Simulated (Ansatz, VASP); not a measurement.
# Two plane-wave programs on Pd

INCAR

```
SYSTEM = Pd
PREC     = Accurate       ! precision mode
ENCUT    = 520            ! plane-wave cutoff, eV
EDIFF    = 1E-6           ! SCF threshold, eV
ISMEAR   = 0              ! smearing method
SIGMA    = 0.15           ! smearing width, eV
LREAL    = .False.        ! projectors in reciprocal space
LASPH    = .True.         ! aspherical terms in the spheres
NELM     = 80             ! most SCF steps
ALGO     = Fast           ! electronic algorithm
ISIF     = 2              ! what is computed and relaxed
LWAVE    = .False.        ! write WAVECAR
LCHARG   = .False.        ! write CHGCAR
GGA      = PS             ! functional
NBANDS   = 11             ! bands
```

File KPOINTS:

```
Automatic mesh
0
Gamma
  24 24 24
  0 0 0
```

POSCAR

```
Pd
1.0
    0.0000000000      1.9997145223      1.8397373605
    1.9997145223      0.0000000000      1.8397373605
    1.9997145223      1.9997145223      0.0000000000
Pd
1
Direct
    0.0000000000      0.0000000000      0.0000000000
```

Input for Ansatz:

```yaml
crystal:
  lattice:
    - [0.0, 1.9997145223, 1.8397373605]
    - [1.9997145223, 0.0, 1.8397373605]
    - [1.9997145223, 1.9997145223, 0.0]
  atoms:
    - { symbol: Pd, position: [0.0, 0.0, 0.0] }
basis:
  ecutwfc: 420
kpoints:
  mp_grid: { grid: [24, 24, 24] }
hamiltonian:
  xc: pbesol
scf:
  occupations: { method: gaussian, width: 0.15 }
output:
  forces: true
  stress: true
  eigenvalues: true
```

Alike in both runs: task single point; functional PBEsol; k mesh 24 × 24 × 24; occupations gaussian, width 0.15 eV; no spin polarisation.

```csv
,VASP,Ansatz
version,VASP 6.6.1,Ansatz 0.2.0
potentials or method,"VASP PAW PBE potentials, release 64 (Pd), cutoff 520 eV","scalar-relativistic, plane waves, PAW"
valence electrons in the cell,10,18
```

Ansatz gave:

```
gap on the k mesh at the Fermi level (eV)                     : none
pressure (GPa)                                                : -1.8
traceless stress, the component that is largest in VASP (GPa) : 2.17
```

Task: Estimate VASP's values.

Result: gap on the k mesh at the Fermi level (eV): none; pressure (GPa): -2.1; traceless stress, the component that is largest in VASP (GPa): 2.15.

VASP's potentials were made for PBE, not for PBEsol. A gap of «none» marks a metal or a gap that the smearing closes. VASP's potentials hold 10 valence electrons a cell and Ansatz's 18, so a difference there can come from the potentials and not from the codes.
